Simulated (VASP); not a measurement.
# Bi (P2/m) in VASP: notebook

The runs below take Bi through single point, with PBEsol.

All numbers are computed with VASP 6.6.1; they aren't measurements. Logs are shortened: lines on timing, memory, paths and dates and some standing lists are left out, and cuts for length are marked.

## Step 1: The cell of the first run

It takes space group P2/m (No. 10, monoclinic). The conventional cell has a = 3.238 Å, b = 3.222 Å, c = 6.444 Å, α = 90.00°, β = 90.72°, γ = 90.00°. Within 4.2 Å of Bi (site symmetry m) lie 6 Bi at 3.22 to 3.24 Å.

## Step 2: Single point, PBEsol

The input, INCAR:

```
PREC = Accurate ; ENCUT = 520
EDIFF = 1E-6 ; ISMEAR = -1
SIGMA = 0.05 ; LREAL = F
LASPH = T ; NELM = 80
ALGO = Fast ; ISIF = 2
LWAVE = F ; LCHARG = T
GGA = PS ; LELF = T
LVHAR = T ; NBANDS = 22
```

The input, KPOINTS:

```
regular mesh
0
Gamma
  8 8 4
```

The input, POSCAR:

```
Bi
1.0
    3.2383762460      0.0000000000      0.0000000000
    0.0000000000      3.2216433200      0.0000000000
   -0.0804548793      0.0000000000      6.4438887882
Bi
2
Direct
    0.5442472500      0.0000000000      0.7495778900
    0.4557527500      0.0000000000      0.2504221100
```

Potentials or basis: VASP PAW PBE potentials, release 64 (Bi_d).

The run is started by

```
$ cat potpaw_PBE.64/Bi_d/POTCAR > POTCAR
$ mpirun -np 1 vasp_std > vasp.out
```

OUTCAR:

```text
PREC = Accurate
   ENCUT = 520
   EDIFF = 1E-6
   ISMEAR = -1
   LREAL = F
   LASPH = T
   NELM = 80
   ISIF = 2
   GGA = PS

 ion  position               nearest neighbor table
   1  0.544  0.000  0.750-   2 3.23   2 3.24
   2  0.456  0.000  0.250-   1 3.23   1 3.24

  LATTYP: Found a simple monoclinic cell.
 ALAT       =     3.2383762460
 B/A-ratio  =     0.9948329271
 C/A-ratio  =     1.9900068852
 COS(beta)  =    -0.0124844813

  Lattice vectors:

 A1 = (   3.2383762460,   0.0000000000,   0.0000000000)
 A2 = (   0.0000000000,   3.2216433200,   0.0000000000)
 A3 = (  -0.0804548793,   0.0000000000,   6.4438887882)

Analysis of symmetry for initial positions (statically):
=====================================================================
 Subroutine PRICEL returns:
 Original cell was already a primitive cell.

 Routine SETGRP: Setting up the symmetry group for a
 simple monoclinic supercell.

 Subroutine GETGRP returns: Found  4 space group operations
 (whereof  4 operations were pure point group operations)
 out of a pool of  4 trial point group operations.

The static configuration has the point symmetry C_2h.

Analysis of symmetry for dynamics (positions and initial velocities):
=====================================================================
 Subroutine PRICEL returns:
 Original cell was already a primitive cell.

 Routine SETGRP: Setting up the symmetry group for a
 simple monoclinic supercell.

 Subroutine GETGRP returns: Found  4 space group operations
 (whereof  4 operations were pure point group operations)
 out of a pool of  4 trial point group operations.

The dynamic configuration has the point symmetry C_2h.

 Subroutine INISYM returns: Found  4 space group operations
 (whereof  4 operations are pure point group operations),
 and found     1 'primitive' translations

----------------------------------------------------------------------------------------

                                     Primitive cell

  volume of cell :      67.2284

  direct lattice vectors                    reciprocal lattice vectors
     3.238376246  0.000000000  0.000000000     0.308796731  0.000000000  0.003855467
     0.000000000  3.221643320  0.000000000     0.000000000  0.310400594  0.000000000
[... 79 lines left out ...]
   ISPIN  =      1    spin polarized calculation?
   LNONCOLLINEAR =      F non collinear calculations
   LSORBIT =      F    spin-orbit coupling
   LASPH  =      T    aspherical Exc in radial PAW
   ENCUT  =  520.0 eV  38.22 Ry    6.18 a.u.   6.02  5.99 11.98*2*pi/ulx,y,z
   NELM   =     80;   NELMIN=  2; NELMDL= -5     # of ELM steps
   EDIFF  = 0.1E-05   stopping-criterion for ELM
   LREAL  =      F    real-space projection
   EDIFFG = 0.1E-04   stopping-criterion for IOM
   NSW    =      0    number of steps for IOM
   IBRION =     -1    ionic relax: 0-MD 1-quasi-New 2-CG
   NFREE  =      0    steps in history (QN), initial steepest desc. (CG)
   ISIF   =      2    stress and relaxation
   ISYM   =      2    0-nonsym 1-usesym 2-fastsym
   POTIM  = 0.5000    time-step for ionic-motion
   TEBEG  =    0.0;   TEEND  =   0.0 temperature during run
   PSTRESS=    0.0 pullay stress
   NELECT =      30.0000    total number of electrons
   NUPDOWN=      -1.0000    fix difference up-down
   EMIN   =  10.00;   EMAX   =-10.00  energy-range for DOS
   EFERMI =   0.00;   METHOD = LEGACY
   ISMEAR =    -1;   SIGMA  =   0.05  broadening in eV -4-tet -1-fermi 0-gaus
   EFERMI_NEDOS =   21; number of points for ismear=-14 and -15
   IALGO  =     68    algorithm
   IMIX   =      4    mixing-type and parameters
     AMIX     =   0.40;   BMIX     =  1.00
     AMIX_MAG =   1.60;   BMIX_MAG =  1.00
  volume/ion in A,a.u.               =      33.61       226.84
  Fermi-wavevector in a.u.,A,eV,Ry     =   1.251020  2.364085 21.293818  1.565051
  Thomas-Fermi vector in A             =   2.384987
   LORBIT       =      0    0 simple, 1 ext, 2 COOP (PROOUT), +10 PAW based schemes
   GGA     = PS    functional components
   LHFCALC =     F    Hartree Fock is set to
   AEXX    =    0.0000 exact exchange contribution
   IVDW    =     0    specifies the selected vdW correction
   LEPSILON=     F    determine dielectric tensor
   LRPA    =     F    only Hartree local field effects (RPA)
 non-spin polarized calculation
 RMM-DIIS sequential band-by-band and
  energy-cutoff  :      520.00
  volume of cell :       67.23
 maximum number of plane-waves:      1836
   NGX = 13   NGY = 11   NGZ = 23

 number of electron      30.0000014 magnetization

 Free energy of the ion-electron system (eV)
  ---------------------------------------------------
  ext. energy  EPLUGINS =         0.00000000
  ---------------------------------------------------
  free energy    TOTEN  =        -8.53512091 eV

  energy without entropy =       -8.52094798  energy(sigma->0) =       -8.52803444

 E-fermi :   6.6290     XC(G=0):  -9.9532

 val. band max:        6.6229606916   @ k =  -0.3750   0.2500   0.2500
 cond. band min:       6.6348804257   @ k =   0.1250   0.2500   0.2500
 fundamental gap:      0.0119197341
 Fermi energy:         6.6289943682

 k-point     1 :       0.0000    0.0000    0.0000
  band No.  band energies     occupation
      1     -16.2436      2.00000
      2     -16.2335      2.00000
      3     -16.2265      2.00000
      4     -15.9821      2.00000
      5     -15.9814      2.00000
      6     -15.9626      2.00000
[... 589 lines left out ...]
     21      12.7093      0.00000
     22      14.0836      0.00000

 [... further k-points ...]

------------------------ aborting loop because EDIFF is reached ----------------------------------------

  FORCE on cell =-STRESS in cart. coord.  units (eV):
  Direction    XX          YY          ZZ          XY          YZ          ZX
  --------------------------------------------------------------------------------------
  -------------------------------------------------------------------------------------
  Total       -0.2939614      0.0215961     -0.3940873      0.0000000      0.0000000     -0.0457951
  in kB       -7.0056446      0.5146756     -9.3918299      0.0000000      0.0000000     -1.0913813
  external PRESSURE =      -5.2942663 kB  Pullay stress =       0.0000000 kB

 VOLUME and BASIS-vectors are now :
 -----------------------------------------------------------------------------
  energy-cutoff  :      520.00
  volume of cell :       67.23
      direct lattice vectors                 reciprocal lattice vectors
     3.238376246  0.000000000  0.000000000     0.308796731  0.000000000  0.003855467
     0.000000000  3.221643320  0.000000000     0.000000000  0.310400594  0.000000000
    -0.080454879  0.000000000  6.443888788     0.000000000  0.000000000  0.155185794

 POSITION                                       TOTAL-FORCE (eV/Angst)
 -----------------------------------------------------------------------------------
      1.70217      0.00000      4.83020         0.003922     -0.000000     -0.012200
      1.45575      0.00000      1.61369        -0.003922      0.000000      0.012200
 -----------------------------------------------------------------------------------
    total drift:                                0.000000     -0.000000      0.000000

  FREE ENERGIE OF THE ION-ELECTRON SYSTEM (eV)
  ---------------------------------------------------
  free  energy   TOTEN  =        -8.5351209058 eV

  energy  without entropy=       -8.5209479759  energy(sigma->0) =       -8.52803444
```

It took 60 s on 1 thread of Intel Xeon Platinum 8488C (Sapphire Rapids), shared host; peak memory 0.23 GiB.

Results:

```yaml
Free_energy: -8.5351 eV
Pressure: -0.5 GPa
Largest_force: 0.013 eV/Å
Band_gap_on_the_k_mesh: zero (band 15 reaches 10.55 eV, above the bottom of band 16 at 4.25 eV)
```

Forces in eV/Å, atoms in the order of the input:
```
Bi   0.004  0.000 -0.012
Bi  -0.004  0.000  0.012
```

Caveat: the PAW data sets were made with another functional, which shifts forces and pressure a little; spin-orbit coupling is left out, which moves the levels of the heavy elements.

## Step 3: Single point, PBEsol

This run uses another cell than the first one, of 32.94 Å³/atom, 0.980 times its volume.

The input, INCAR:

```
PREC = Accurate ; ENCUT = 520
EDIFF = 1E-7 ; ISMEAR = -1
SIGMA = 0.05 ; LREAL = F
LASPH = T ; NELM = 80
ALGO = Fast ; ISIF = 2
LWAVE = F ; LCHARG = F
GGA = PS ; NBANDS = 22
```

The input, KPOINTS:

```
Automatic mesh
0
Gamma
  8 8 4
```

The input, POSCAR:

```
Bi
1.0
    3.2166415224      0.0000000000      0.0000000000
    0.0000000000      3.2000209013      0.0000000000
   -0.0799148974      0.0000000000      6.4006399093
Bi
2
Direct
    0.5442472500      0.0000000000      0.7495778900
    0.4557527500      0.0000000000      0.2504221100
```

Potentials or basis: VASP PAW PBE potentials, release 64 (Bi_d).

The run is started by

```
$ cat potpaw_PBE.64/Bi_d/POTCAR > POTCAR
$ mpirun -np 1 vasp_std > vasp.out
```

It took 66 s on 1 thread of Intel Xeon Platinum 8488C (Sapphire Rapids), shared host; peak memory 0.22 GiB.

It converged, with:

* Free energy: -8.5343 eV
* Pressure: 0.6 GPa
* Largest force: 0.014 eV/Å
* Band gap on the k mesh: zero (band 15 reaches 10.87 eV, above the bottom of band 16 at 4.43 eV)

Forces in eV/Å, atoms in the order of the input:
```
Bi   0.010  0.000 -0.009
Bi  -0.010  0.000  0.009
```

Stress tensor (GPa, compression positive):
```
 0.39  0.00 -0.13
 0.00  1.18  0.00
-0.13  0.00  0.13
```

Levels at points of the mesh, in eV from the Fermi level:
```csv
k point,band 13,band 14,band 15,band 16,band 17,band 18
"(0.00, 0.00, 0.00)",-5.18,3.28,3.33,3.35,4.94,5.37
"(0.50, 0.00, 0.00)",-5.14,-3.29,-3.15,2.33,5.35,5.61
"(0.00, 0.50, 0.00)",-5.19,-3.22,-3.20,2.65,5.32,5.36
"(0.50, 0.50, 0.00)",-3.24,-3.16,-1.45,-1.41,-1.27,2.68
"(0.00, 0.00, 0.50)",-1.86,-1.83,3.99,4.09,4.19,4.21
"(0.50, 0.00, 0.50)",-4.43,-4.41,0.20,0.29,5.36,5.41
"(0.00, 0.50, 0.50)",-4.40,-4.38,0.23,0.26,5.41,5.41
"(0.50, 0.50, 0.50)",-2.49,-2.47,-2.46,-2.45,2.24,2.35
```

Caveat: the PAW data sets were made with another functional, which shifts forces and pressure a little; spin-orbit coupling is left out, which moves the levels of the heavy elements.

(Part 1 of 2 ends here.)
